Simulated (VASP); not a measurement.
# NbRu3C (Pm-3m) in VASP: single point with PBEsol

Aim: the single point of NbRu3C with PBEsol.

Everything below comes from runs of VASP 6.6.1. Logs are shortened: lines on timing, memory, paths and dates and some standing lists are left out, and cuts for length are marked.

## Step 1: The cell of the first run

The structure is cubic, space group Pm-3m (No. 221). The conventional cell has a = 4.065 Å, b = 4.065 Å, c = 4.065 Å, α = 90.00°, β = 90.00°, γ = 90.00°. Within 2.7 Å of Ru (site symmetry 4/mmm) lie 2 C at 2.03 Å. Nb (site symmetry m-3m) has 12 Ru at 2.87 Å and 8 C at 3.52 Å within 3.8 Å. C (site symmetry m-3m) has 6 Ru at 2.03 Å within 2.7 Å.

## Step 2: Single point, PBEsol

File POSCAR:

```
NbRu3C
1.0
    4.0651380000      0.0000000000      0.0000000000
    0.0000000000      4.0651380000      0.0000000000
    0.0000000000      0.0000000000      4.0651380000
Ru Nb C
3 1 1
Direct
    0.5000000000      0.5000000000      0.0000000000
    0.5000000000      0.0000000000      0.5000000000
    0.0000000000      0.5000000000      0.5000000000
    0.0000000000      0.0000000000      0.0000000000
    0.5000000000      0.5000000000      0.5000000000
```

File INCAR.step1:

```
SYSTEM = NbRu3C
PREC = Accurate ; ENCUT = 520
EDIFF = 1E-6 ; ISMEAR = -1
SIGMA = 0.05 ; LREAL = .False.
LASPH = .True. ; NELM = 100
ALGO = Normal ; ISIF = 2
LWAVE = .False. ; LCHARG = .True.
LMAXMIX = 4 ; GGA = PS
NBANDS = 38
```

File KPOINTS.step1:

```
Automatic mesh
0
Gamma
  6 6 6
  0 0 0
```

File INCAR.step2:

```
SYSTEM = NbRu3C
PREC = Accurate ; ENCUT = 520
EDIFF = 1E-6 ; ISMEAR = -5
SIGMA = 0.05 ; LREAL = .False.
LASPH = .True. ; NELM = 100
ALGO = Normal ; ISIF = 2
LWAVE = .False. ; LCHARG = .False.
LMAXMIX = 4 ; GGA = PS
LORBIT = 11 ; NBANDS = 38
NEDOS = 2001 ; ICHARG = 11
```

File KPOINTS.step2:

```
Automatic mesh
0
Gamma
  9 9 9
  0 0 0
```

Potentials or basis: VASP PAW PBE potentials, release 64 (Ru_pv, Nb_sv, C).

Command:

```
$ cat potpaw_PBE.64/Ru_pv/POTCAR potpaw_PBE.64/Nb_sv/POTCAR potpaw_PBE.64/C/POTCAR > POTCAR
$ cp INCAR.step1 INCAR
$ cp KPOINTS.step1 KPOINTS
$ mpirun -np 1 vasp_std > vasp.out
$ cp INCAR.step2 INCAR
$ cp KPOINTS.step2 KPOINTS
$ mpirun -np 1 vasp_std > vasp.out
```

OUTCAR:

```text
SYSTEM = NbRu3C
   PREC = Accurate
   ENCUT = 520
   EDIFF = 1E-6
   ISMEAR = -5
   LREAL = .False.
   LASPH = .True.
   NELM = 100
   ISIF = 2
   GGA = PS
   LORBIT = 11
   ICHARG = 11

 ion  position               nearest neighbor table
   1  0.500  0.500  0.000-   5 2.03   5 2.03   4 2.87   2 2.87   2 2.87   3 2.87   3 2.87   2 2.87
                             4 2.87   2 2.87   3 2.87   4 2.87   3 2.87   4 2.87
   2  0.500  0.000  0.500-   5 2.03   5 2.03   4 2.87   1 2.87   1 2.87   4 2.87   1 2.87   3 2.87
                             3 2.87   1 2.87   3 2.87   4 2.87   4 2.87   3 2.87
   3  0.000  0.500  0.500-   5 2.03   5 2.03   4 2.87   1 2.87   1 2.87   4 2.87   2 2.87   4 2.87
                             4 2.87   1 2.87   2 2.87   2 2.87   1 2.87   2 2.87
   4  0.000  0.000  0.000-   1 2.87   2 2.87   3 2.87   2 2.87   3 2.87   1 2.87   3 2.87   3 2.87
                             1 2.87   2 2.87   2 2.87   1 2.87
   5  0.500  0.500  0.500-   1 2.03   2 2.03   3 2.03   1 2.03   2 2.03   3 2.03

  LATTYP: Found a simple cubic cell.
 ALAT       =     4.0651380000

  Lattice vectors:

 A1 = (   4.0651380000,   0.0000000000,   0.0000000000)
 A2 = (   0.0000000000,   4.0651380000,   0.0000000000)
 A3 = (   0.0000000000,   0.0000000000,   4.0651380000)

Analysis of symmetry for initial positions (statically):
=====================================================================
 Subroutine PRICEL returns:
 Original cell was already a primitive cell.

 Routine SETGRP: Setting up the symmetry group for a
 simple cubic supercell.

 Subroutine GETGRP returns: Found 48 space group operations
 (whereof 48 operations were pure point group operations)
 out of a pool of 48 trial point group operations.

The static configuration has the point symmetry O_h .

Analysis of symmetry for dynamics (positions and initial velocities):
=====================================================================
 Subroutine PRICEL returns:
 Original cell was already a primitive cell.

 Routine SETGRP: Setting up the symmetry group for a
 simple cubic supercell.

 Subroutine GETGRP returns: Found 48 space group operations
 (whereof 48 operations were pure point group operations)
 out of a pool of 48 trial point group operations.

The dynamic configuration has the point symmetry O_h .

 Subroutine INISYM returns: Found 48 space group operations
 (whereof 48 operations are pure point group operations),
 and found     1 'primitive' translations

----------------------------------------------------------------------------------------

                                     Primitive cell

  volume of cell :      67.1778

  direct lattice vectors                    reciprocal lattice vectors
     4.065138000  0.000000000  0.000000000     0.245994109  0.000000000  0.000000000
     0.000000000  4.065138000  0.000000000     0.000000000  0.245994109  0.000000000
     0.000000000  0.000000000  4.065138000     0.000000000  0.000000000  0.245994109

  length of vectors
     4.065138000  4.065138000  4.065138000     0.245994109  0.245994109  0.245994109

  position of ions in fractional coordinates (direct lattice)
     0.500000000  0.500000000  0.000000000
     0.500000000  0.000000000  0.500000000
     0.000000000  0.500000000  0.500000000
     0.000000000  0.000000000  0.000000000
     0.500000000  0.500000000  0.500000000

  ion indices of the primitive-cell ions
   primitive index   ion index
                 1           1
                 2           2
                 3           3
                 4           4
                 5           5

----------------------------------------------------------------------------------------

 KPOINTS: Automatic mesh

Automatic generation of k-mesh.
 Grid dimensions read from file:
 generate k-points for:    9    9    9

 Generating k-lattice:

  Cartesian coordinates                     Fractional coordinates (reciprocal lattice)
     0.027332679  0.000000000  0.000000000     0.111111111  0.000000000  0.000000000
     0.000000000  0.027332679  0.000000000     0.000000000  0.111111111  0.000000000
     0.000000000  0.000000000  0.027332679     0.000000000  0.000000000  0.111111111

  Length of vectors
     0.027332679  0.027332679  0.027332679

  Shift w.r.t. Gamma in fractional coordinates (k-lattice)
     0.000000000  0.000000000  0.000000000

 TETIRR: Found    353 inequivalent tetrahedra from     4374

 Subroutine IBZKPT returns following result:
 ===========================================

 Found     35 irreducible k-points:

 Following reciprocal coordinates:
            Coordinates               Weight
  0.000000  0.000000  0.000000      1.000000
  0.111111  0.000000  0.000000      6.000000
  0.222222  0.000000  0.000000      6.000000
  0.333333  0.000000  0.000000      6.000000
  0.444444  0.000000  0.000000      6.000000
  0.111111  0.111111  0.000000     12.000000
[... 16 lines left out ...]
  0.333333  0.333333  0.111111     24.000000
  0.444444  0.333333  0.111111     48.000000
 [... further k-points ...]
   k-points           NKPTS =     35   k-points in BZ     NKDIM =     35   number of bands    NBANDS=     38
   number of dos      NEDOS =   2001   number of ions     NIONS =      5
   total plane-waves  NPLWV =  27000
   dimension x,y,z NGX =    30 NGY =   30 NGZ =   30
   dimension x,y,z NGXF=    60 NGYF=   60 NGZF=   60
   ions per type =               3   1   1
   NGX,Y,Z   is equivalent  to a cutoff of  12.27, 12.27, 12.27 a.u.
   NGXF,Y,Z  is equivalent  to a cutoff of  24.54, 24.54, 24.54 a.u.
 SYSTEM =  NbRu3C
   PREC   = accura    normal or accurate (medium, high low for compatibility)
   ISTART =      0    job   : 0-new  1-cont  2-samecut
   ICHARG =     11    charge: 1-file 2-atom 10-const
   ISPIN  =      1    spin polarized calculation?
   LNONCOLLINEAR =      F non collinear calculations
   LSORBIT =      F    spin-orbit coupling
   LASPH  =      T    aspherical Exc in radial PAW
   ENCUT  =  520.0 eV  38.22 Ry    6.18 a.u.   7.56  7.56  7.56*2*pi/ulx,y,z
   NELM   =    100;   NELMIN=  2; NELMDL=  0     # of ELM steps
   EDIFF  = 0.1E-05   stopping-criterion for ELM
   LREAL  =      F    real-space projection
   EDIFFG = 0.1E-04   stopping-criterion for IOM
   NSW    =      0    number of steps for IOM
   IBRION =     -1    ionic relax: 0-MD 1-quasi-New 2-CG
   NFREE  =      0    steps in history (QN), initial steepest desc. (CG)
   ISIF   =      2    stress and relaxation
   ISYM   =      2    0-nonsym 1-usesym 2-fastsym
   POTIM  = 0.5000    time-step for ionic-motion
   TEBEG  =    0.0;   TEEND  =   0.0 temperature during run
   PSTRESS=    0.0 pullay stress
   NELECT =      59.0000    total number of electrons
   NUPDOWN=      -1.0000    fix difference up-down
   EMIN   =  10.00;   EMAX   =-10.00  energy-range for DOS
   EFERMI =   0.00;   METHOD = LEGACY
   ISMEAR =    -5;   SIGMA  =   0.05  broadening in eV -4-tet -1-fermi 0-gaus
   EFERMI_NEDOS =   21; number of points for ismear=-14 and -15
   IALGO  =     38    algorithm
   IMIX   =      4    mixing-type and parameters
     AMIX     =   0.40;   BMIX     =  1.00
     AMIX_MAG =   1.60;   BMIX_MAG =  1.00
  volume/ion in A,a.u.               =      13.44        90.67
  Fermi-wavevector in a.u.,A,eV,Ry     =   1.567774  2.962664 33.441981  2.457916
  Thomas-Fermi vector in A             =   2.669904
   LORBIT       =     11    0 simple, 1 ext, 2 COOP (PROOUT), +10 PAW based schemes
   GGA     = PS    functional components
   LHFCALC =     F    Hartree Fock is set to
   AEXX    =    0.0000 exact exchange contribution
   IVDW    =     0    specifies the selected vdW correction
   LEPSILON=     F    determine dielectric tensor
   LRPA    =     F    only Hartree local field effects (RPA)
 non-spin polarized calculation
 Fermi weights with tetrahedron method with Bloechl corrections
  energy-cutoff  :      520.00
  volume of cell :       67.18
 maximum number of plane-waves:      1839

 number of electron      59.0000034 magnetization

 Free energy of the ion-electron system (eV)
  ---------------------------------------------------
  ext. energy  EPLUGINS =         0.00000000
  ---------------------------------------------------
  free energy    TOTEN  =       -51.30963707 eV

  energy without entropy =      -51.30963707  energy(sigma->0) =      -51.30963707

 E-fermi :  12.0114     XC(G=0): -13.4843

 val. band max:       11.9827976074   @ k =   0.2222   0.1111   0.0000
 cond. band min:      11.9704388121   @ k =   0.4444   0.1111   0.1111
 fundamental gap:     -0.0123587953
 Fermi energy:        12.0114434987

 k-point     1 :       0.0000    0.0000    0.0000
  band No.  band energies     occupation
      1     -43.9694      2.00000
      2     -31.6629      2.00000
      3     -31.6629      2.00000
      4     -31.6629      2.00000
      5     -31.0038      2.00000
      6     -31.0038      2.00000
[... 30 lines left out ...]
     37      14.9193      0.00000
     38      17.1289      0.00000

 k-point     2 :       0.1111    0.0000    0.0000
  band No.  band energies     occupation
      1     -43.9694      2.00000
      2     -31.6594      2.00000
      3     -31.6594      2.00000
      4     -31.6568      2.00000
      5     -31.0107      2.00000
      6     -31.0068      2.00000
[... 30 lines left out ...]
     37      14.9123      0.00000
     38      16.8698      0.00000

 k-point     3 :       0.2222    0.0000    0.0000
  band No.  band energies     occupation
      1     -43.9695      2.00000
      2     -31.6504      2.00000
      3     -31.6504      2.00000
      4     -31.6407      2.00000
      5     -31.0286      2.00000
      6     -31.0163      2.00000
[... 30 lines left out ...]
     37      14.8961      0.00000
     38      16.7003      0.00000

 k-point     4 :       0.3333    0.0000    0.0000
  band No.  band energies     occupation
      1     -43.9696      2.00000
      2     -31.6398      2.00000
      3     -31.6398      2.00000
      4     -31.6213      2.00000
      5     -31.0502      2.00000
      6     -31.0274      2.00000
[... 30 lines left out ...]
     37      14.8800      0.00000
     38      17.0012      0.00000
[... 703 lines left out ...]
      4     -31.4897      2.00000
      5     -31.1388      2.00000
      6     -31.0897      2.00000
[... 30 lines left out ...]
     37      14.4212      0.00000
     38      17.2222      0.00000

 k-point    23 :       0.3333    0.3333    0.1111
  band No.  band energies     occupation
      1     -43.9690      2.00000
      2     -31.7912      2.00000
      3     -31.5795      2.00000
      4     -31.4703      2.00000
      5     -31.1542      2.00000
      6     -31.0778      2.00000
[... 30 lines left out ...]
     37      14.7690      0.00000
     38      16.5617      0.00000

 k-point    24 :       0.4444    0.3333    0.1111
  band No.  band energies     occupation
      1     -43.9689      2.00000
      2     -31.8076      2.00000
      3     -31.5726      2.00000
      4     -31.4440      2.00000
      5     -31.1721      2.00000
      6     -31.0915      2.00000
[... 30 lines left out ...]
     37      14.8786      0.00000
     38      16.3681      0.00000

 [... further k-points ...]

------------------------ aborting loop because EDIFF is reached ----------------------------------------

  FORCE on cell =-STRESS in cart. coord.  units (eV):
  Direction    XX          YY          ZZ          XY          YZ          ZX
  --------------------------------------------------------------------------------------
  -------------------------------------------------------------------------------------
  Total       -5.1619621     -5.1619621     -5.1619621     -0.0000000     -0.0000000     -0.0000000
  in kB     -123.1117526   -123.1117526   -123.1117526     -0.0000000     -0.0000000     -0.0000000
  external PRESSURE =    -123.1117526 kB  Pullay stress =       0.0000000 kB

 VOLUME and BASIS-vectors are now :
 -----------------------------------------------------------------------------
  energy-cutoff  :      520.00
  volume of cell :       67.18
      direct lattice vectors                 reciprocal lattice vectors
     4.065138000  0.000000000  0.000000000     0.245994109  0.000000000  0.000000000
     0.000000000  4.065138000  0.000000000     0.000000000  0.245994109  0.000000000
     0.000000000  0.000000000  4.065138000     0.000000000  0.000000000  0.245994109

 POSITION                                       TOTAL-FORCE (eV/Angst)
 -----------------------------------------------------------------------------------
      2.03257      2.03257      0.00000         0.000000      0.000000      0.000000
      2.03257      0.00000      2.03257         0.000000      0.000000      0.000000
      0.00000      2.03257      2.03257         0.000000      0.000000      0.000000
      0.00000      0.00000      0.00000         0.000000      0.000000      0.000000
      2.03257      2.03257      2.03257         0.000000      0.000000      0.000000
 -----------------------------------------------------------------------------------
    total drift:                                0.000000      0.000000     -0.000000

  FREE ENERGIE OF THE ION-ELECTRON SYSTEM (eV)
  ---------------------------------------------------
  free  energy   TOTEN  =       -51.3096370738 eV

  energy  without entropy=      -51.3096370738  energy(sigma->0) =      -51.30963707

 total charge

# of ion       s       p       d       tot
------------------------------------------
    1        0.358   6.315   6.058  12.731
    2        0.358   6.315   6.058  12.731
    3        0.358   6.315   6.058  12.731
    4        2.198   6.015   2.207  10.420
    5        0.883   1.525   0.000   2.408
--------------------------------------------------
tot          4.156  26.484  20.381  51.021
```

Run time: 1.7 min. Hardware: 1 thread of Intel Xeon Platinum 8375C at 2.90GHz (Ice Lake), shared host; peak memory 0.21 GiB.

What came out:

```yaml
Valence_electrons_inside_the_program's_atomic_spheres: Ru 12.73; Nb 10.42; C 2.41
```

Levels at points of the mesh, in eV from the Fermi level:
```
           k point  band 25  band 26  band 27  band 28  band 29  band 30  band 31  band 32  band 33  band 34
(0.00, 0.00, 0.00)    -2.58    -2.58    -1.41    -1.41     0.60     0.63     0.63     0.63     1.81     1.81
```

Caveat: the PAW data sets were made with another functional, which shifts forces and pressure a little; tetrahedron occupations give inexact forces and stress in metals.
